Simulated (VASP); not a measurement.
**AlCu: single point with PBEsol**

The system is AlCu.

```
Al Cu
1.0
     2.99751    0.04496    0.00000
     0.04496    2.99751    0.00000
     0.00000    0.00000    2.99751
Al Cu
1 1
Direct
  0.00000 0.00000 0.00000
  0.50000 0.50000 0.50000
```

This cell differs from its parent crystal: strain +0.0300 x Voigt [0, 0, 0, 0, 0, 1].

- Program: VASP 6.6.1
- Task: single point
- Functional: PBEsol
- Potentials or basis: VASP PAW PBE potentials, release 64 (Al, Cu)
- Cutoff: 520 eV
- k mesh: 16 × 16 × 16
- Occupations: gaussian, width 0.15 eV
- Spin: no spin polarisation

```
Pressure               : -4.4 GPa
Band gap on the k mesh : zero (band 7 reaches 12.68 eV, above the bottom of band 8 at 8.05 eV)
```

Stress tensor (GPa, compression positive):
```
-4.27 -1.00  0.00
-1.00 -4.27  0.00
 0.00  0.00 -4.53
```

Levels at points of the mesh, in eV from the Fermi level:
| k point | band 4 | band 5 | band 6 | band 7 | band 8 | band 9 | band 10 | band 11 |
| --- | --- | --- | --- | --- | --- | --- | --- | --- |
| (0.00, 0.00, 0.00) | -3.90 | -3.87 | -3.84 | 3.73 | 3.84 | 3.96 | 6.33 | 6.33 |
| (0.50, 0.00, 0.00) | -4.30 | -4.30 | -3.81 | -3.13 | 7.12 | 8.06 | 8.14 | 8.46 |
| (0.50, 0.50, 0.00) | -4.17 | -3.88 | -3.51 | -3.49 | -0.90 | -0.05 | 10.09 | 12.69 |
| (0.00, 0.00, 0.50) | -4.34 | -4.26 | -3.81 | -3.13 | 7.23 | 7.94 | 8.20 | 8.48 |
| (0.50, 0.00, 0.50) | -4.19 | -3.70 | -3.70 | -3.49 | -0.84 | -0.12 | 10.05 | 12.74 |
| (0.50, 0.50, 0.50) | -3.47 | -3.47 | 0.59 | 0.68 | 0.94 | 1.91 | 2.04 | 2.16 |

Run time: 2.5 min on 1 thread of Intel(R) Xeon(R) Platinum 8488C (Sapphire Rapids), with other jobs on the host, peak memory 0.35 GiB.

Caveat: the cell differs from its parent crystal (strain +0.0300 x Voigt [0, 0, 0, 0, 0, 1]); the PAW data sets were made with another functional, which shifts forces and pressure a little.
